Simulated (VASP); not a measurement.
A run of VASP 6.6.1:

The input INCAR:

```
PREC = Accurate ; ENCUT = 520
EDIFF = 1E-6 ; ISMEAR = 0
SIGMA = 0.15 ; LREAL = F
LASPH = T ; NELM = 80
ALGO = Fast ; ISIF = 2
LWAVE = F ; LCHARG = T
GGA = PS ; LELF = T
LVHAR = T ; NBANDS = 19
```

KPOINTS

```
Automatic mesh
0
Gamma
  14 14 14
```

File POSCAR:

```
YIn
1.0
    3.4572435359      0.0000000000      0.0000000000
    0.0000000000      3.4572435359      0.0000000000
    0.0000000000      0.0000000000      4.2593240362
Y In
1 1
Direct
    0.5000000000      0.5000000000      0.5000000000
    0.0000000000      0.0000000000      0.0000000000
```

Potentials or basis: VASP PAW PBE potentials, release 64 (Y_sv, In_d).

Launch:

```console
$ cat potpaw_PBE.64/Y_sv/POTCAR potpaw_PBE.64/In_d/POTCAR > POTCAR
$ mpirun -np 1 vasp_std > vasp.out
```

Hardware: 1 thread of Intel Xeon 8259CL, on a shared host.

**Question.** How long does it take, and how much memory?

**Answer.** It took 14 min on 1 thread of Intel Xeon 8259CL (shared host), peak memory 0.43 GiB. Counts: scf iterations 25, k points 288.
